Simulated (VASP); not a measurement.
# InSb (I-4m2) in VASP: notebook

Runs on InSb. Level: PBEsol. Tasks: single point.

All numbers are computed with VASP 6.6.1; they aren't measurements. Logs are shortened: lines on timing, memory, paths and dates and some standing lists are left out, and cuts for length are marked.

**1. The cell of the first run**

The structure is tetragonal, space group I-4m2 (No. 119). Conventional cell: a = 4.622 Å, b = 4.622 Å, c = 6.455 Å, α = 90.00°, β = 90.00°, γ = 90.00°. Within 3.7 Å of In (site symmetry -4m2) lie 4 Sb at 2.82 Å. Within 3.7 Å of Sb (site symmetry -4m2) lie 4 In at 2.82 Å.

**2. Single point, PBEsol (strained cell)**

Contents of INCAR:

```
  PREC = Accurate
  ENCUT = 500
  EDIFF = 1E-6
  ISMEAR = 0
  SIGMA = 0.1
  LREAL = F
  LASPH = T
  NELM = 120
  ALGO = Normal
  ISIF = 2
  LWAVE = F
  LCHARG = F
  GGA = PS
  NBANDS = 16
  GGA_COMPAT = F
```

Contents of KPOINTS:

```
Automatic mesh
0
Gamma
  10 10 10
```

Contents of POSCAR:

```
InSb
1.0
    0.0000000000      3.2681350695      3.2273852557
    3.2681350695      0.0000000000      3.2273852557
    3.2681350695      3.2681350695      0.0000000000
In Sb
1 1
Direct
    0.0000000000      0.0000000000      0.0000000000
    0.2500000000      0.2500000000      0.2500000000
```

Potentials or basis: VASP PAW PBE potentials, release 64 (In_d, Sb).

Started as:

```console
> cat potpaw_PBE.64/In_d/POTCAR potpaw_PBE.64/Sb/POTCAR > POTCAR
> mpirun -np 1 vasp_std > vasp.out
```

OUTCAR:

```text
PREC = Accurate
   ENCUT = 500
   EDIFF = 1E-6
   ISMEAR = 0
   LREAL = F
   LASPH = T
   NELM = 120
   ISIF = 2
   GGA = PS

 ion  position               nearest neighbor table
   1  0.000  0.000  0.000-   2 2.82   2 2.82   2 2.82   2 2.82
   2  0.250  0.250  0.250-   1 2.82   1 2.82   1 2.82   1 2.82

  LATTYP: Found a body centered tetragonal cell.
 ALAT       =     4.6218409390
 C/A-ratio  =     1.3965799768

  Lattice vectors:

 A1 = (   0.0000000000,  -3.2681350695,  -3.2273852557)
 A2 = (   0.0000000000,   3.2681350695,  -3.2273852557)
 A3 = (   3.2681350695,   0.0000000000,   3.2273852557)

Analysis of symmetry for initial positions (statically):
=====================================================================
 Subroutine PRICEL returns:
 Original cell was already a primitive cell.

 Routine SETGRP: Setting up the symmetry group for a
 body centered tetragonal supercell.

 Subroutine GETGRP returns: Found  8 space group operations
 (whereof  8 operations were pure point group operations)
 out of a pool of 16 trial point group operations.

The static configuration has the point symmetry D_2d.

Analysis of symmetry for dynamics (positions and initial velocities):
=====================================================================
 Subroutine PRICEL returns:
 Original cell was already a primitive cell.

 Routine SETGRP: Setting up the symmetry group for a
 body centered tetragonal supercell.

 Subroutine GETGRP returns: Found  8 space group operations
 (whereof  8 operations were pure point group operations)
 out of a pool of 16 trial point group operations.

The dynamic configuration has the point symmetry D_2d.

 Subroutine INISYM returns: Found  8 space group operations
 (whereof  8 operations are pure point group operations),
 and found     1 'primitive' translations

----------------------------------------------------------------------------------------

                                     Primitive cell

  volume of cell :      68.9415

  direct lattice vectors                    reciprocal lattice vectors
     0.000000000  3.268135069  3.227385256    -0.152992453  0.152992453  0.154924176
     3.268135069  0.000000000  3.227385256     0.152992453 -0.152992453  0.154924176
     3.268135069  3.268135069  0.000000000     0.152992453  0.152992453 -0.154924176

  length of vectors
     4.593116853  4.593116853  4.621840939     0.266110656  0.266110656  0.266110656

  position of ions in fractional coordinates (direct lattice)
     0.000000000  0.000000000  0.000000000
     0.250000000  0.250000000  0.250000000

  ion indices of the primitive-cell ions
   primitive index   ion index
                 1           1
                 2           2

----------------------------------------------------------------------------------------

 KPOINTS: Automatic mesh

Automatic generation of k-mesh.
 Grid dimensions read from file:
 generate k-points for:   10   10   10

 Generating k-lattice:

  Cartesian coordinates                     Fractional coordinates (reciprocal lattice)
    -0.015299245  0.015299245  0.015492418     0.100000000  0.000000000  0.000000000
     0.015299245 -0.015299245  0.015492418     0.000000000  0.100000000  0.000000000
     0.015299245  0.015299245 -0.015492418     0.000000000  0.000000000  0.100000000

  Length of vectors
     0.026611066  0.026611066  0.026611066

  Shift w.r.t. Gamma in fractional coordinates (k-lattice)
     0.000000000  0.000000000  0.000000000

 Subroutine IBZKPT returns following result:
 ===========================================

 Found    102 irreducible k-points:

 Following reciprocal coordinates:
            Coordinates               Weight
  0.000000  0.000000  0.000000      1.000000
  0.100000  0.000000  0.000000      8.000000
  0.200000  0.000000  0.000000      8.000000
  0.300000  0.000000  0.000000      8.000000
  0.400000  0.000000  0.000000      8.000000
  0.500000  0.000000  0.000000      4.000000
[... 16 lines left out ...]
  0.300000  0.300000  0.000000      2.000000
  0.400000  0.300000  0.000000      8.000000
 [... further k-points ...]
   k-points           NKPTS =    102   k-points in BZ     NKDIM =    102   number of bands    NBANDS=     16
   number of dos      NEDOS =    301   number of ions     NIONS =      2
   total plane-waves  NPLWV =  46656
   dimension x,y,z NGX =    36 NGY =   36 NGZ =   36
   dimension x,y,z NGXF=    72 NGYF=   72 NGZF=   72
   ions per type =               1   1
   NGX,Y,Z   is equivalent  to a cutoff of  13.03, 13.03, 12.95 a.u.
   NGXF,Y,Z  is equivalent  to a cutoff of  26.06, 26.06, 25.90 a.u.
 SYSTEM =  unknown system
   PREC   = accura    normal or accurate (medium, high low for compatibility)
   ISTART =      0    job   : 0-new  1-cont  2-samecut
   ICHARG =      2    charge: 1-file 2-atom 10-const
   ISPIN  =      1    spin polarized calculation?
   LNONCOLLINEAR =      F non collinear calculations
   LSORBIT =      F    spin-orbit coupling
   LASPH  =      T    aspherical Exc in radial PAW
   ENCUT  =  500.0 eV  36.75 Ry    6.06 a.u.   8.37  8.37  8.43*2*pi/ulx,y,z
   NELM   =    120;   NELMIN=  2; NELMDL= -5     # of ELM steps
   EDIFF  = 0.1E-05   stopping-criterion for ELM
   LREAL  =      F    real-space projection
   EDIFFG = 0.1E-04   stopping-criterion for IOM
   NSW    =      0    number of steps for IOM
   IBRION =     -1    ionic relax: 0-MD 1-quasi-New 2-CG
   NFREE  =      0    steps in history (QN), initial steepest desc. (CG)
   ISIF   =      2    stress and relaxation
   ISYM   =      2    0-nonsym 1-usesym 2-fastsym
   POTIM  = 0.5000    time-step for ionic-motion
   TEBEG  =    0.0;   TEEND  =   0.0 temperature during run
   PSTRESS=    0.0 pullay stress
   NELECT =      18.0000    total number of electrons
   NUPDOWN=      -1.0000    fix difference up-down
   EMIN   =  10.00;   EMAX   =-10.00  energy-range for DOS
   EFERMI =   0.00;   METHOD = LEGACY
   ISMEAR =     0;   SIGMA  =   0.10  broadening in eV -4-tet -1-fermi 0-gaus
   EFERMI_NEDOS =   21; number of points for ismear=-14 and -15
   IALGO  =     38    algorithm
   IMIX   =      4    mixing-type and parameters
     AMIX     =   0.40;   BMIX     =  1.00
     AMIX_MAG =   1.60;   BMIX_MAG =  1.00
  volume/ion in A,a.u.               =      34.47       232.62
  Fermi-wavevector in a.u.,A,eV,Ry     =   1.046338  1.977292 14.895979  1.094824
  Thomas-Fermi vector in A             =   2.181172
   LORBIT       =      0    0 simple, 1 ext, 2 COOP (PROOUT), +10 PAW based schemes
   GGA     = PS    functional components
   LHFCALC =     F    Hartree Fock is set to
   AEXX    =    0.0000 exact exchange contribution
   IVDW    =     0    specifies the selected vdW correction
   LEPSILON=     F    determine dielectric tensor
   LRPA    =     F    only Hartree local field effects (RPA)
 non-spin polarized calculation
 Gauss-broadening in eV      SIGMA  =   0.10
  energy-cutoff  :      500.00
  volume of cell :       68.94
 maximum number of plane-waves:      1783
 NGX is ok and might be reduce to    36
   NGX = 17   NGY = 17   NGZ = 17

 number of electron      17.9999994 magnetization

 Free energy of the ion-electron system (eV)
  ---------------------------------------------------
  ext. energy  EPLUGINS =         0.00000000
  ---------------------------------------------------
  free energy    TOTEN  =        -7.69882870 eV

  energy without entropy =       -7.69863951  energy(sigma->0) =       -7.69873410

 E-fermi :   4.8601     XC(G=0):  -8.8103

 val. band max:        4.8572900065   @ k =   0.0000   0.0000   0.0000
 cond. band min:       5.2628451059   @ k =   0.5000   0.0000   0.0000
 fundamental gap:      0.4055550994
 Fermi energy:         4.8601331153

 k-point     1 :       0.0000    0.0000    0.0000
  band No.  band energies     occupation
      1      -9.6954      2.00000
      2      -9.6954      2.00000
      3      -9.6930      2.00000
      4      -9.6127      2.00000
      5      -9.6111      2.00000
      6      -5.8446      2.00000
[... 8 lines left out ...]
     15      12.9805      0.00000
     16      13.1616      0.00000

 k-point     2 :       0.1000    0.0000    0.0000
  band No.  band energies     occupation
      1      -9.6993      2.00000
      2      -9.6933      2.00000
      3      -9.6916      2.00000
      4      -9.6129      2.00000
      5      -9.6112      2.00000
      6      -5.7549      2.00000
[... 8 lines left out ...]
     15      12.3428      0.00000
     16      12.4691      0.00000

 k-point     3 :       0.2000    0.0000    0.0000
  band No.  band energies     occupation
      1      -9.7109      2.00000
      2      -9.6882      2.00000
      3      -9.6867      2.00000
      4      -9.6132      2.00000
      5      -9.6112      2.00000
      6      -5.4963      2.00000
[... 8 lines left out ...]
     15      11.9787      0.00000
     16      12.0638      0.00000

 k-point     4 :       0.3000    0.0000    0.0000
  band No.  band energies     occupation
      1      -9.7252      2.00000
      2      -9.6825      2.00000
      3      -9.6810      2.00000
      4      -9.6129      2.00000
      5      -9.6106      2.00000
      6      -5.1092      2.00000
[... 8 lines left out ...]
     15      12.2629      0.00000
     16      12.2762      0.00000

 k-point     5 :       0.4000    0.0000    0.0000
  band No.  band energies     occupation
      1      -9.7367      2.00000
      2      -9.6785      2.00000
      3      -9.6770      2.00000
      4      -9.6120      2.00000
      5      -9.6094      2.00000
      6      -4.7011      2.00000
[... 8 lines left out ...]
     15      13.0925      0.00000
     16      13.1377      0.00000

 k-point     6 :       0.5000    0.0000    0.0000
  band No.  band energies     occupation
      1      -9.7410      2.00000
      2      -9.6771      2.00000
      3      -9.6756      2.00000
      4      -9.6115      2.00000
      5      -9.6088      2.00000
      6      -4.5047      2.00000
[... 8 lines left out ...]
     15      13.8869      0.00000
     16      13.9708      0.00000

 k-point     7 :       0.1000    0.1000    0.0000
  band No.  band energies     occupation
      1      -9.7015      2.00000
      2      -9.6914      2.00000
      3      -9.6914      2.00000
      4      -9.6142      2.00000
      5      -9.6102      2.00000
      6      -5.7232      2.00000
[... 8 lines left out ...]
     15      11.7713      0.00000
     16      13.0835      0.00000

 k-point     8 :       0.2000    0.1000    0.0000
  band No.  band energies     occupation
      1      -9.7121      2.00000
      2      -9.6867      2.00000
      3      -9.6862      2.00000
      4      -9.6157      2.00000
      5      -9.6094      2.00000
      6      -5.5186      2.00000
[... 8 lines left out ...]
     15      11.9873      0.00000
     16      12.7613      0.00000

 k-point     9 :       0.3000    0.1000    0.0000
  band No.  band energies     occupation
      1      -9.7253      2.00000
      2      -9.6814      2.00000
      3      -9.6803      2.00000
      4      -9.6163      2.00000
      5      -9.6086      2.00000
      6      -5.1696      2.00000
[... 8 lines left out ...]
     15      12.3130      0.00000
     16      12.8527      0.00000
[... 172 lines left out ...]
 k-point    19 :       0.5000    0.2000    0.0000
  band No.  band energies     occupation
      1      -9.7495      2.00000
      2      -9.6702      2.00000
      3      -9.6679      2.00000
      4      -9.6189      2.00000
      5      -9.6071      2.00000
      6      -4.3414      2.00000
[... 8 lines left out ...]
     15      13.9292      0.00000
     16      14.0914      0.00000

 k-point    20 :      -0.4000    0.2000    0.0000
  band No.  band energies     occupation
      1      -9.7483      2.00000
      2      -9.6707      2.00000
      3      -9.6693      2.00000
      4      -9.6159      2.00000
      5      -9.6096      2.00000
      6      -4.2930      2.00000
[... 8 lines left out ...]
     15      12.8036      0.00000
     16      13.6752      0.00000

 k-point    21 :      -0.3000    0.2000    0.0000
  band No.  band energies     occupation
      1      -9.7415      2.00000
      2      -9.6737      2.00000
      3      -9.6724      2.00000
      4      -9.6133      2.00000
      5      -9.6122      2.00000
      6      -4.5811      2.00000
[... 8 lines left out ...]
     15      12.7309      0.00000
     16      14.1122      0.00000

 k-point    22 :      -0.2000    0.2000    0.0000
  band No.  band energies     occupation
      1      -9.7311      2.00000
      2      -9.6800      2.00000
      3      -9.6757      2.00000
      4      -9.6134      2.00000
      5      -9.6119      2.00000
      6      -4.9769      2.00000
[... 8 lines left out ...]
     15      13.0283      0.00000
     16      13.5399      0.00000

 k-point    23 :       0.3000    0.3000    0.0000
  band No.  band energies     occupation
      1      -9.7474      2.00000
      2      -9.6675      2.00000
      3      -9.6675      2.00000
      4      -9.6249      2.00000
      5      -9.6049      2.00000
      6      -4.8293      2.00000
[... 8 lines left out ...]
     15      13.8938      0.00000
     16      14.3933      0.00000

 k-point    24 :       0.4000    0.3000    0.0000
  band No.  band energies     occupation
      1      -9.7566      2.00000
      2      -9.6630      2.00000
      3      -9.6622      2.00000
      4      -9.6266      2.00000
      5      -9.6040      2.00000
      6      -4.4872      2.00000
[... 8 lines left out ...]
     15      14.3673      0.00000
     16      14.8003      0.00000

 [... further k-points ...]

------------------------ aborting loop because EDIFF is reached ----------------------------------------

  FORCE on cell =-STRESS in cart. coord.  units (eV):
  Direction    XX          YY          ZZ          XY          YZ          ZX
  --------------------------------------------------------------------------------------
  -------------------------------------------------------------------------------------
  Total        0.0465466      0.0465466      0.1905663      0.0000000      0.0000000      0.0000000
  in kB        1.0817273      1.0817273      4.4286962      0.0000000      0.0000000      0.0000000
  external PRESSURE =       2.1973836 kB  Pullay stress =       0.0000000 kB

 VOLUME and BASIS-vectors are now :
 -----------------------------------------------------------------------------
  energy-cutoff  :      500.00
  volume of cell :       68.94
      direct lattice vectors                 reciprocal lattice vectors
     0.000000000  3.268135069  3.227385256    -0.152992453  0.152992453  0.154924176
     3.268135069  0.000000000  3.227385256     0.152992453 -0.152992453  0.154924176
     3.268135069  3.268135069  0.000000000     0.152992453  0.152992453 -0.154924176

 POSITION                                       TOTAL-FORCE (eV/Angst)
 -----------------------------------------------------------------------------------
      0.00000      0.00000      0.00000        -0.000000     -0.000000     -0.000000
      1.63407      1.63407      1.61369         0.000000      0.000000      0.000000
 -----------------------------------------------------------------------------------
    total drift:                               -0.000000     -0.000000      0.000000

  FREE ENERGIE OF THE ION-ELECTRON SYSTEM (eV)
  ---------------------------------------------------
  free  energy   TOTEN  =        -7.6988286977 eV

  energy  without entropy=       -7.6986395090  energy(sigma->0) =       -7.69873410
```

Run time: 1.8 min. Hardware: 1 thread of Intel Xeon Platinum 8375C at 2.90GHz (Ice Lake), shared host; peak memory 0.28 GiB.

What came out:

```
Free energy            : -7.6988 eV
Pressure               : 0.2 GPa
Band gap on the k mesh : 0.06 eV
```

Levels at points of the mesh, in eV from the valence-band top:
```
           k point  band 6  band 7  band 8  band 9  band 10  band 11  band 12  band 13
(0.00, 0.00, 0.00)  -10.64   -0.32    0.00    0.00     0.06     2.94     2.96     2.96
(0.50, 0.00, 0.00)   -9.30   -5.57   -1.01   -0.93     0.47     3.76     3.83     5.99
(0.50, 0.50, 0.00)   -8.68   -5.83   -2.26   -2.26     1.23     1.26     8.07     8.07
(0.50, 0.00, 0.50)   -8.72   -5.89   -2.19   -2.19     1.32     1.32     8.03     8.08
```

Caveat: the cell differs from its parent crystal (strained cell); the smearing spreads over this small gap; semilocal functionals underestimate gaps, and a narrow one can read as zero; the PAW data sets were made with another functional, which shifts forces and pressure a little; spin-orbit coupling is left out, which moves the levels of the heavy elements. A k mesh can miss the band edges.

(Continued in part 2 of 2.)

The gap in the log of VASP goes by the Fermi energy; the results here count the filled bands.